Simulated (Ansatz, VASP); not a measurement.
Al3GaN4 in VASP and in Ansatz

```
CELL_PARAMETERS angstrom
4.40124 0.00000 0.00000
0.00000 4.40124 0.00000
0.00000 0.00000 4.40124
ATOMIC_POSITIONS crystal
Al 0.50000 0.50000 0.00000
Al 0.50000 0.00000 0.50000
Al 0.00000 0.50000 0.50000
Ga 0.01148 0.01148 0.01148
N 0.74446 0.74446 0.25554
N 0.74446 0.25554 0.74446
N 0.25554 0.74446 0.74446
N 0.25554 0.25554 0.25554
```

Change from the starting cell: all Ga atoms moved +0.087 Å, as atom 4 along Cartesian [1 1 1].

Alike in both runs: task single point; functional r2SCAN; k mesh 6 × 6 × 6; occupations gaussian, width 0.05 eV; no spin polarisation.

|  | VASP | Ansatz |
| --- | --- | --- |
| version | VASP 6.6.1 | Ansatz 0.2.0 |
| potentials or method | VASP PAW PBE potentials, release 64 (Al, Ga_d, N), cutoff 520 eV | scalar-relativistic, plane waves, PAW |
| valence electrons in the cell | 42 | 42 |

```tsv
	VASP	Ansatz	Ansatz less VASP
gap on the k mesh at the Fermi level (eV)	3.81	3.82	+0.006
least direct gap on the mesh (eV)	3.81	3.82	+0.006
pressure (GPa)	0.3	0.3	+0.01
traceless stress, the component that is largest in VASP (GPa)	1.13	1.09	-0.040
rms of the force components (eV/Å)	0.468	0.462	-0.0057
```

VASP's potentials were made for PBE, not for r2SCAN. Atom by atom the forces differ by 0.031 eV/Å (rms over components).
